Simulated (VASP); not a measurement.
# BP in VASP: notebook

Runs on BP. Level: PBE. Tasks: single point.

All numbers are computed with VASP 6.6.1; they aren't measurements. Logs are shortened: lines on timing, memory, paths and dates and some standing lists are left out, and cuts for length are marked.

## Step 1: The cell of the first run

The cell holds a sheet with vacuum, 2 atoms: a = 3.200 Å, b = 3.200 Å, c = 14.000 Å, α = 90.00°, β = 90.00°, γ = 120.00°.

## Step 2: Single point, PBE

INCAR

```
SYSTEM = BP
  PREC = Accurate
  ENCUT = 420
  EDIFF = 1E-6
  ISMEAR = 0
  SIGMA = 0.03
  LREAL = .False.
  LASPH = .True.
  NELM = 120
  ALGO = Normal
  ISIF = 2
  LWAVE = .False.
  LCHARG = .False.
  LDIPOL = .True.
  IDIPOL = 3
  DIPOL = 0.5 0.5 0.500
  GGA = PE
  NBANDS = 11
  GGA_COMPAT = .False.
  NELMDL = -8
```

KPOINTS

```
Automatic mesh
0
Gamma
  12 12 1
  0 0 0
```

POSCAR

```
BP
1.0
    3.2000000000      0.0000000000      0.0000000000
   -1.6000000000      2.7712812921      0.0000000000
    0.0000000000      0.0000000000     14.0000000000
B P
1 1
Direct
    0.3333330000      0.6666670000      0.5000000000
    0.6666670000      0.3333330000      0.5000000000
```

Potentials or basis: VASP PAW PBE potentials, release 64 (B, P).

Run with:

```sh
> cat potpaw_PBE.64/B/POTCAR potpaw_PBE.64/P/POTCAR > POTCAR
> mpirun -np 1 vasp_std > vasp.out
```

OUTCAR:

```text
SYSTEM = BP
   PREC = Accurate
   ENCUT = 420
   EDIFF = 1E-6
   ISMEAR = 0
   LREAL = .False.
   LASPH = .True.
   NELM = 120
   ISIF = 2
   GGA = PE
   NELMDL = -8

 ion  position               nearest neighbor table
   1  0.333  0.667  0.500-   2 1.85   2 1.85   2 1.85
   2  0.667  0.333  0.500-   1 1.85   1 1.85   1 1.85

  LATTYP: Found a hexagonal cell.
 ALAT       =     3.2000000000
 C/A-ratio  =     4.3750000000

  Lattice vectors:

 A1 = (   3.2000000000,   0.0000000000,   0.0000000000)
 A2 = (  -1.6000000000,   2.7712812921,   0.0000000000)
 A3 = (   0.0000000000,   0.0000000000,  14.0000000000)

Analysis of symmetry for initial positions (statically):
=====================================================================
 Subroutine PRICEL returns:
 Original cell was already a primitive cell.

 Routine SETGRP: Setting up the symmetry group for a
 hexagonal supercell.

 Subroutine GETGRP returns: Found 12 space group operations
 (whereof 12 operations were pure point group operations)
 out of a pool of 24 trial point group operations.

The static configuration has the point symmetry D_3h.

Analysis of symmetry for dynamics (positions and initial velocities):
=====================================================================
 Subroutine PRICEL returns:
 Original cell was already a primitive cell.

 Routine SETGRP: Setting up the symmetry group for a
 hexagonal supercell.

 Subroutine GETGRP returns: Found 12 space group operations
 (whereof 12 operations were pure point group operations)
 out of a pool of 24 trial point group operations.

The dynamic configuration has the point symmetry D_3h.

 Subroutine INISYM returns: Found 12 space group operations
 (whereof 12 operations are pure point group operations),
 and found     1 'primitive' translations

----------------------------------------------------------------------------------------

                                     Primitive cell

  volume of cell :     124.1534

  direct lattice vectors                    reciprocal lattice vectors
     3.200000000  0.000000000  0.000000000     0.312500000  0.180421959  0.000000000
    -1.600000000  2.771281292  0.000000000     0.000000000  0.360843918  0.000000000
     0.000000000  0.000000000 14.000000000     0.000000000  0.000000000  0.071428571

  length of vectors
     3.200000000  3.200000000 14.000000000     0.360843918  0.360843918  0.071428571

  position of ions in fractional coordinates (direct lattice)
     0.333333000  0.666667000  0.500000000
     0.666667000  0.333333000  0.500000000

  ion indices of the primitive-cell ions
   primitive index   ion index
                 1           1
                 2           2

----------------------------------------------------------------------------------------

 KPOINTS: Automatic mesh

Automatic generation of k-mesh.
 Grid dimensions read from file:
 generate k-points for:   12   12    1

 Generating k-lattice:

  Cartesian coordinates                     Fractional coordinates (reciprocal lattice)
     0.026041667  0.015035163  0.000000000     0.083333333  0.000000000  0.000000000
     0.000000000  0.030070327  0.000000000     0.000000000  0.083333333  0.000000000
     0.000000000  0.000000000  0.071428571     0.000000000  0.000000000  1.000000000

  Length of vectors
     0.030070327  0.030070327  0.071428571

  Shift w.r.t. Gamma in fractional coordinates (k-lattice)
     0.000000000  0.000000000  0.000000000

 Subroutine IBZKPT returns following result:
 ===========================================

 Found     19 irreducible k-points:

 Following reciprocal coordinates:
            Coordinates               Weight
  0.000000  0.000000  0.000000      1.000000
  0.083333  0.000000  0.000000      6.000000
  0.166667  0.000000  0.000000      6.000000
  0.250000  0.000000  0.000000      6.000000
  0.333333  0.000000  0.000000      6.000000
  0.416667  0.000000  0.000000      6.000000
[... 11 lines left out ...]
  0.333333  0.250000  0.000000     12.000000
  0.333333  0.333333  0.000000      2.000000
   k-points           NKPTS =     19   k-points in BZ     NKDIM =     19   number of bands    NBANDS=     11
   number of dos      NEDOS =    301   number of ions     NIONS =      2
   total plane-waves  NPLWV =  55296
   dimension x,y,z NGX =    24 NGY =   24 NGZ =   96
   dimension x,y,z NGXF=    48 NGYF=   48 NGZF=  192
   ions per type =               1   1
   NGX,Y,Z   is equivalent  to a cutoff of  12.47, 12.47, 11.40 a.u.
   NGXF,Y,Z  is equivalent  to a cutoff of  24.94, 24.94, 22.80 a.u.
 SYSTEM =  BP
   PREC   = accura    normal or accurate (medium, high low for compatibility)
   ISTART =      0    job   : 0-new  1-cont  2-samecut
   ICHARG =      2    charge: 1-file 2-atom 10-const
   ISPIN  =      1    spin polarized calculation?
   LNONCOLLINEAR =      F non collinear calculations
   LSORBIT =      F    spin-orbit coupling
   LASPH  =      T    aspherical Exc in radial PAW
   ENCUT  =  420.0 eV  30.87 Ry    5.56 a.u.   5.35  5.35 23.39*2*pi/ulx,y,z
   NELM   =    120;   NELMIN=  2; NELMDL= -8     # of ELM steps
   EDIFF  = 0.1E-05   stopping-criterion for ELM
   LREAL  =      F    real-space projection
   EDIFFG = 0.1E-04   stopping-criterion for IOM
   NSW    =      0    number of steps for IOM
   IBRION =     -1    ionic relax: 0-MD 1-quasi-New 2-CG
   NFREE  =      0    steps in history (QN), initial steepest desc. (CG)
   ISIF   =      2    stress and relaxation
   ISYM   =      2    0-nonsym 1-usesym 2-fastsym
   POTIM  = 0.5000    time-step for ionic-motion
   TEBEG  =    0.0;   TEEND  =   0.0 temperature during run
   PSTRESS=    0.0 pullay stress
   NELECT =       8.0000    total number of electrons
   NUPDOWN=      -1.0000    fix difference up-down
   EMIN   =  10.00;   EMAX   =-10.00  energy-range for DOS
   EFERMI =   0.00;   METHOD = LEGACY
   ISMEAR =     0;   SIGMA  =   0.03  broadening in eV -4-tet -1-fermi 0-gaus
   EFERMI_NEDOS =   21; number of points for ismear=-14 and -15
   IALGO  =     38    algorithm
   IMIX   =      4    mixing-type and parameters
     AMIX     =   0.40;   BMIX     =  1.00
     AMIX_MAG =   1.60;   BMIX_MAG =  1.00
  volume/ion in A,a.u.               =      62.08       418.91
  Fermi-wavevector in a.u.,A,eV,Ry     =   0.656325  1.240273  5.860871  0.430762
  Thomas-Fermi vector in A             =   1.727481
   LORBIT       =      0    0 simple, 1 ext, 2 COOP (PROOUT), +10 PAW based schemes
   GGA     = PE    functional components
   LHFCALC =     F    Hartree Fock is set to
   AEXX    =    0.0000 exact exchange contribution
   IVDW    =     0    specifies the selected vdW correction
   LEPSILON=     F    determine dielectric tensor
   LRPA    =     F    only Hartree local field effects (RPA)
 non-spin polarized calculation
 Gauss-broadening in eV      SIGMA  =   0.03
  energy-cutoff  :      420.00
  volume of cell :      124.15
 maximum number of plane-waves:      2447
 NGX is ok and might be reduce to    24
   NGX = 11   NGY = 11   NGZ = 47

 dipolmoment           0.000000      0.000000     -0.000000 electrons x Angstroem

 number of electron       7.9999999 magnetization

 dipolmoment           0.000000      0.000000      0.000000 electrons x Angstroem

 Free energy of the ion-electron system (eV)
  ---------------------------------------------------
  ext. energy  EPLUGINS =         0.00000000
  ---------------------------------------------------
  free energy    TOTEN  =       -12.16942384 eV

  energy without entropy =      -12.16942384  energy(sigma->0) =      -12.16942384

 E-fermi :  -2.6690     XC(G=0):  -3.0467

 val. band max:       -2.8036026178   @ k =   0.3333   0.3333   0.0000
 cond. band min:      -1.9090992096   @ k =   0.3333   0.3333   0.0000
 fundamental gap:      0.8945034082
 Fermi energy:        -2.6689996318

 k-point     1 :       0.0000    0.0000    0.0000
  band No.  band energies     occupation
      1     -16.5391      2.00000
      2      -6.9901      2.00000
      3      -4.4411      2.00000
      4      -4.4410      2.00000
      5       0.9307      0.00000
      6       1.8983      0.00000
      7       1.8984      0.00000
      8       2.2463      0.00000
      9       2.6530      0.00000
     10       3.1278      0.00000
     11       5.2290      0.00000

 k-point     2 :       0.0833    0.0000    0.0000
  band No.  band energies     occupation
      1     -16.4326      2.00000
      2      -6.8746      2.00000
      3      -4.9785      2.00000
      4      -4.6476      2.00000
      5       1.0506      0.00000
      6       1.7130      0.00000
      7       2.3331      0.00000
      8       2.3781      0.00000
      9       2.8601      0.00000
     10       3.5872      0.00000
     11       5.2425      0.00000

 k-point     3 :       0.1667    0.0000    0.0000
  band No.  band energies     occupation
      1     -16.1160      2.00000
      2      -6.5307      2.00000
      3      -6.2462      2.00000
      4      -5.1243      2.00000
      5       1.1839      0.00000
      6       1.5516      0.00000
      7       2.7696      0.00000
      8       3.2919      0.00000
      9       3.4892      0.00000
     10       4.0042      0.00000
     11       4.7317      0.00000
[... 197 lines left out ...]
 k-point    18 :       0.3333    0.2500    0.0000
  band No.  band energies     occupation
      1     -13.3277      2.00000
      2     -10.6560      2.00000
      3      -8.6695      2.00000
      4      -3.3038      2.00000
      5      -1.4482      0.00000
      6       3.7193      0.00000
      7       3.9490      0.00000
      8       5.2761      0.00000
      9       6.3365      0.00000
     10       7.3333      0.00000
     11       7.6479      0.00000

 k-point    19 :       0.3333    0.3333    0.0000
  band No.  band energies     occupation
      1     -13.0679      2.00000
      2     -10.7257      2.00000
      3      -9.1049      2.00000
      4      -2.8036      2.00000
      5      -1.9091      0.00000
      6       3.5886      0.00000
      7       4.5440      0.00000
      8       5.7251      0.00000
      9       6.8815      0.00000
     10       7.8585      0.00000
     11       7.9465      0.00000

------------------------ aborting loop because EDIFF is reached ----------------------------------------

 vacuum level on the upper side and lower side of the slab       (xc-potential included)        -0.085        -0.085

  FORCE on cell =-STRESS in cart. coord.  units (eV):
  Direction    XX          YY          ZZ          XY          YZ          ZX
  --------------------------------------------------------------------------------------
  -------------------------------------------------------------------------------------
  Total        0.4091175      0.4091175     -0.0038239      0.0000000      0.0000000      0.0000000
  in kB        5.2795878      5.2795878     -0.0493469      0.0000000      0.0000000      0.0000000
  external PRESSURE =       3.5032762 kB  Pullay stress =       0.0000000 kB

 VOLUME and BASIS-vectors are now :
 -----------------------------------------------------------------------------
  energy-cutoff  :      420.00
  volume of cell :      124.15
      direct lattice vectors                 reciprocal lattice vectors
     3.200000000  0.000000000  0.000000000     0.312500000  0.180421959  0.000000000
    -1.600000000  2.771281292  0.000000000     0.000000000  0.360843918  0.000000000
     0.000000000  0.000000000 14.000000000     0.000000000  0.000000000  0.071428571

 POSITION                                       TOTAL-FORCE (eV/Angst)
 -----------------------------------------------------------------------------------
     -0.00000      1.84752      7.00000        -0.000000      0.000000      0.000000
      1.60000      0.92376      7.00000         0.000000     -0.000000      0.000000
 -----------------------------------------------------------------------------------
    total drift:                               -0.000143      0.000083      0.000000

  FREE ENERGIE OF THE ION-ELECTRON SYSTEM (eV)
  ---------------------------------------------------
  free  energy   TOTEN  =       -12.1694238368 eV

  energy  without entropy=      -12.1694238368  energy(sigma->0) =      -12.16942384

 vacuum level on the upper side and lower side of the slab         2.253         2.253
```

It took 35 s on 1 thread of Intel Xeon 8259CL, shared host; peak memory 0.19 GiB.

Results:

```
Free energy            : -12.1694 eV
Band gap on the k mesh : 0.89 eV
```

## Step 3: Single point, PBE

This run uses another cell than the first one.

INCAR

```
PREC     = Accurate       # precision mode
ENCUT    = 420            # plane-wave cutoff, eV
EDIFF    = 1E-6           # SCF threshold, eV
ISMEAR   = 0              # smearing method
SIGMA    = 0.03           # smearing width, eV
LREAL    = F              # projectors in reciprocal space
LASPH    = T              # aspherical terms in the spheres
NELM     = 120            # most SCF steps
ALGO     = Normal         # electronic algorithm
ISIF     = 2              # what is computed and relaxed
LWAVE    = F              # write WAVECAR
LCHARG   = F              # write CHGCAR
LDIPOL   = T            
IDIPOL   = 3            
DIPOL    = 0.5 0.5 0.294
GGA      = PE             # functional
NBANDS   = 11             # bands
GGA_COMPAT= F            
NELMDL   = -8
```

KPOINTS

```
regular mesh
0
Gamma
  12 12 1
```

POSCAR

```
BP
1.0
    3.2137291972      0.0000000000      0.0000000000
   -1.6068645986      2.7831711256      0.0000000000
    0.0000000000      0.0000000000     23.8000000000
B P
1 1
Direct
    0.3333333333      0.6666666667      0.2941176471
    0.6666666667      0.3333333333      0.2941176471
```

Potentials or basis: VASP PAW PBE potentials, release 64 (B, P).

Run with:

```sh
> cat potpaw_PBE.64/B/POTCAR potpaw_PBE.64/P/POTCAR > POTCAR
> mpirun -np 1 vasp_std > vasp.out
```

It took 63 s on 1 thread of Intel Xeon 8259CL, shared host; peak memory 0.26 GiB.

It converged, with:

```
Free energy            : -12.1712 eV
Band gap on the k mesh : 0.91 eV
```

Levels at points of the mesh, in eV from the valence-band top:
| k point | band 2 | band 3 | band 4 | band 5 | band 6 | band 7 |
| --- | --- | --- | --- | --- | --- | --- |
| (0.00, 0.00, 0.00) | -4.13 | -1.64 | -1.64 | 3.77 | 4.67 | 4.67 |
| (0.50, 0.00, 0.00) | -8.30 | -3.62 | -1.05 | 1.48 | 2.85 | 7.86 |
